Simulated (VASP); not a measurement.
# MgO (Fm-3m) in VASP: notebook, part 2 of 2

VASP 6.6.1. Earlier steps stand in the parts before.

### Step 3. Single point, PBE

File INCAR:

```
ALGO     = Normal         # electronic algorithm
EDIFF    = 1E-6           # SCF threshold, eV
ENCUT    = 840            # plane-wave cutoff, eV
GGA      = PE             # functional
GGA_COMPAT= False        
ISIF     = 2              # what is computed and relaxed
ISMEAR   = -5             # smearing method
LASPH    = True           # aspherical terms in the spheres
LCHARG   = False          # write CHGCAR
LREAL    = False          # projectors in reciprocal space
LWAVE    = False          # write WAVECAR
NBANDS   = 15             # bands
NELM     = 120            # most SCF steps
PREC     = Accurate       # precision mode
SIGMA    = 0.1            # smearing width, eV
```

File KPOINTS:

```
k-points
0
Gamma
  10 10 10
```

File POSCAR:

```
MgO
1.0
    0.0000000000      2.1066500000      2.1066500000
    2.1066500000      0.0000000000      2.1066500000
    2.1066500000      2.1066500000      0.0000000000
Mg O
1 1
Direct
    0.0000000000      0.0000000000      0.0000000000
    0.5000000000      0.5000000000      0.5000000000
```

Potentials or basis: VASP PAW PBE potentials, release 64 (Mg_sv, O).

Started as:

```bash
cat potpaw_PBE.64/Mg_sv/POTCAR potpaw_PBE.64/O/POTCAR > POTCAR
mpirun -np 1 vasp_std > vasp.out
```

OUTCAR:

```text
EDIFF = 1E-6
   ENCUT = 840
   GGA = PE
   ISIF = 2
   ISMEAR = -5
   LASPH = True
   LREAL = False
   NELM = 120
   PREC = Accurate

 ion  position               nearest neighbor table
   1  0.000  0.000  0.000-   2 2.11   2 2.11   2 2.11   2 2.11   2 2.11   2 2.11
   2  0.500  0.500  0.500-   1 2.11   1 2.11   1 2.11   1 2.11   1 2.11   1 2.11

  LATTYP: Found a face centered cubic cell.
 ALAT       =     4.2133000000

  Lattice vectors:

 A1 = (   0.0000000000,   2.1066500000,   2.1066500000)
 A2 = (   2.1066500000,   0.0000000000,   2.1066500000)
 A3 = (   2.1066500000,   2.1066500000,   0.0000000000)

Analysis of symmetry for initial positions (statically):
=====================================================================
 Subroutine PRICEL returns:
 Original cell was already a primitive cell.

 Routine SETGRP: Setting up the symmetry group for a
 face centered cubic supercell.

 Subroutine GETGRP returns: Found 48 space group operations
 (whereof 48 operations were pure point group operations)
 out of a pool of 48 trial point group operations.

The static configuration has the point symmetry O_h .

Analysis of symmetry for dynamics (positions and initial velocities):
=====================================================================
 Subroutine PRICEL returns:
 Original cell was already a primitive cell.

 Routine SETGRP: Setting up the symmetry group for a
 face centered cubic supercell.

 Subroutine GETGRP returns: Found 48 space group operations
 (whereof 48 operations were pure point group operations)
 out of a pool of 48 trial point group operations.

The dynamic configuration has the point symmetry O_h .

 Subroutine INISYM returns: Found 48 space group operations
 (whereof 48 operations are pure point group operations),
 and found     1 'primitive' translations

----------------------------------------------------------------------------------------

                                     Primitive cell

  volume of cell :      18.6985

  direct lattice vectors                    reciprocal lattice vectors
     0.000000000  2.106650000  2.106650000    -0.237343650  0.237343650  0.237343650
     2.106650000  0.000000000  2.106650000     0.237343650 -0.237343650  0.237343650
     2.106650000  2.106650000  0.000000000     0.237343650  0.237343650 -0.237343650

  length of vectors
     2.979253001  2.979253001  2.979253001     0.411091260  0.411091260  0.411091260

  position of ions in fractional coordinates (direct lattice)
     0.000000000  0.000000000  0.000000000
     0.500000000  0.500000000  0.500000000

  ion indices of the primitive-cell ions
   primitive index   ion index
                 1           1
                 2           2

----------------------------------------------------------------------------------------

 KPOINTS: k-points

Automatic generation of k-mesh.
 Grid dimensions read from file:
 generate k-points for:   10   10   10

 Generating k-lattice:

  Cartesian coordinates                     Fractional coordinates (reciprocal lattice)
    -0.023734365  0.023734365  0.023734365     0.100000000  0.000000000  0.000000000
     0.023734365 -0.023734365  0.023734365     0.000000000  0.100000000  0.000000000
     0.023734365  0.023734365 -0.023734365     0.000000000  0.000000000  0.100000000

  Length of vectors
[... 40 lines left out ...]
   number of dos      NEDOS =    301   number of ions     NIONS =      2
   total plane-waves  NPLWV =  21952
   dimension x,y,z NGX =    28 NGY =   28 NGZ =   28
   dimension x,y,z NGXF=    56 NGYF=   56 NGZF=   56
   ions per type =               1   1
   NGX,Y,Z   is equivalent  to a cutoff of  15.62, 15.62, 15.62 a.u.
   NGXF,Y,Z  is equivalent  to a cutoff of  31.25, 31.25, 31.25 a.u.
 SYSTEM =  unknown system
   PREC   = accura    normal or accurate (medium, high low for compatibility)
   ISTART =      0    job   : 0-new  1-cont  2-samecut
   ICHARG =      2    charge: 1-file 2-atom 10-const
   ISPIN  =      1    spin polarized calculation?
   LNONCOLLINEAR =      F non collinear calculations
   LSORBIT =      F    spin-orbit coupling
   LASPH  =      T    aspherical Exc in radial PAW
   ENCUT  =  840.0 eV  61.74 Ry    7.86 a.u.   7.04  7.04  7.04*2*pi/ulx,y,z
   NELM   =    120;   NELMIN=  2; NELMDL= -5     # of ELM steps
   EDIFF  = 0.1E-05   stopping-criterion for ELM
   LREAL  =      F    real-space projection
   EDIFFG = 0.1E-04   stopping-criterion for IOM
   NSW    =      0    number of steps for IOM
   IBRION =     -1    ionic relax: 0-MD 1-quasi-New 2-CG
   NFREE  =      0    steps in history (QN), initial steepest desc. (CG)
   ISIF   =      2    stress and relaxation
   ISYM   =      2    0-nonsym 1-usesym 2-fastsym
   POTIM  = 0.5000    time-step for ionic-motion
   TEBEG  =    0.0;   TEEND  =   0.0 temperature during run
   PSTRESS=    0.0 pullay stress
   NELECT =      16.0000    total number of electrons
   NUPDOWN=      -1.0000    fix difference up-down
   EMIN   =  10.00;   EMAX   =-10.00  energy-range for DOS
   EFERMI =   0.00;   METHOD = LEGACY
   ISMEAR =    -5;   SIGMA  =   0.10  broadening in eV -4-tet -1-fermi 0-gaus
   EFERMI_NEDOS =   21; number of points for ismear=-14 and -15
   IALGO  =     38    algorithm
   IMIX   =      4    mixing-type and parameters
     AMIX     =   0.40;   BMIX     =  1.00
     AMIX_MAG =   1.60;   BMIX_MAG =  1.00
  volume/ion in A,a.u.               =       9.35        63.09
  Fermi-wavevector in a.u.,A,eV,Ry     =   1.554220  2.937050 32.866222  2.415599
  Thomas-Fermi vector in A             =   2.658337
   LORBIT       =      0    0 simple, 1 ext, 2 COOP (PROOUT), +10 PAW based schemes
   GGA     = PE    functional components
   LHFCALC =     F    Hartree Fock is set to
   AEXX    =    0.0000 exact exchange contribution
   IVDW    =     0    specifies the selected vdW correction
   LEPSILON=     F    determine dielectric tensor
   LRPA    =     F    only Hartree local field effects (RPA)
 non-spin polarized calculation
 Fermi weights with tetrahedron method with Bloechl corrections
  energy-cutoff  :      840.00
  volume of cell :       18.70
 maximum number of plane-waves:      1056
   NGX = 15   NGY = 15   NGZ = 15

 number of electron      15.9999995 magnetization

 Free energy of the ion-electron system (eV)
  ---------------------------------------------------
  ext. energy  EPLUGINS =         0.00000000
  ---------------------------------------------------
  free energy    TOTEN  =       -11.87530857 eV

  energy without entropy =      -11.87530857  energy(sigma->0) =      -11.87530857

 E-fermi :   3.0812     XC(G=0): -11.3867

 val. band max:        2.9090250732   @ k =   0.0000   0.0000   0.0000
 cond. band min:       7.6402449568   @ k =   0.0000   0.0000   0.0000
 fundamental gap:      4.7312198836
 Fermi energy:         3.0812015417

 k-point     1 :       0.0000    0.0000    0.0000
  band No.  band energies     occupation
      1     -69.3621      2.00000
      2     -36.0869      2.00000
      3     -36.0869      2.00000
      4     -36.0869      2.00000
      5     -14.3349      2.00000
      6       2.9090      2.00000
      7       2.9090      2.00000
      8       2.9090      2.00000
      9       7.6402      0.00000
     10      18.7100      0.00000
     11      18.7100      0.00000
     12      18.7100      0.00000
     13      22.6207      0.00000
     14      24.4007      0.00000
[... 401 lines left out ...]
      2     -36.1477      2.00000
      3     -36.1113      2.00000
      4     -36.1088      2.00000
      5     -13.0960      2.00000
      6      -0.6472      2.00000
      7       1.6144      2.00000
      8       1.8318      2.00000
      9      12.4889      0.00000
     10      13.0926      0.00000
     11      16.5239      0.00000
     12      21.0943      0.00000
     13      21.2994      0.00000
     14      27.7921      0.00000
     15      29.8895      0.00000

 [... further k-points ...]

------------------------ aborting loop because EDIFF is reached ----------------------------------------

  FORCE on cell =-STRESS in cart. coord.  units (eV):
  Direction    XX          YY          ZZ          XY          YZ          ZX
  --------------------------------------------------------------------------------------
  -------------------------------------------------------------------------------------
  Total        0.5404500      0.5404500      0.5404500      0.0000000      0.0000000     -0.0000000
  in kB       46.3083127     46.3083127     46.3083127      0.0000000      0.0000000     -0.0000000
  external PRESSURE =      46.3083127 kB  Pullay stress =       0.0000000 kB

 VOLUME and BASIS-vectors are now :
 -----------------------------------------------------------------------------
  energy-cutoff  :      840.00
  volume of cell :       18.70
      direct lattice vectors                 reciprocal lattice vectors
     0.000000000  2.106650000  2.106650000    -0.237343650  0.237343650  0.237343650
     2.106650000  0.000000000  2.106650000     0.237343650 -0.237343650  0.237343650
     2.106650000  2.106650000  0.000000000     0.237343650  0.237343650 -0.237343650

 POSITION                                       TOTAL-FORCE (eV/Angst)
 -----------------------------------------------------------------------------------
      0.00000      0.00000      0.00000         0.000000      0.000000      0.000000
      2.10665      2.10665      2.10665        -0.000000     -0.000000     -0.000000
 -----------------------------------------------------------------------------------
    total drift:                                0.000000      0.000000      0.000000

  FREE ENERGIE OF THE ION-ELECTRON SYSTEM (eV)
  ---------------------------------------------------
  free  energy   TOTEN  =       -11.8753085691 eV

  energy  without entropy=      -11.8753085691  energy(sigma->0) =      -11.87530857
```

It took 23 s on 1 thread of Intel Xeon Platinum 8259CL at 2.50GHz (Skylake/Cascade Lake), shared host; peak memory 0.16 GiB.

Results:

* Free energy: -11.8753 eV
* Pressure: 4.6 GPa
* Band gap on the k mesh: 4.73 eV

Caveat: the cell stands under pressure.
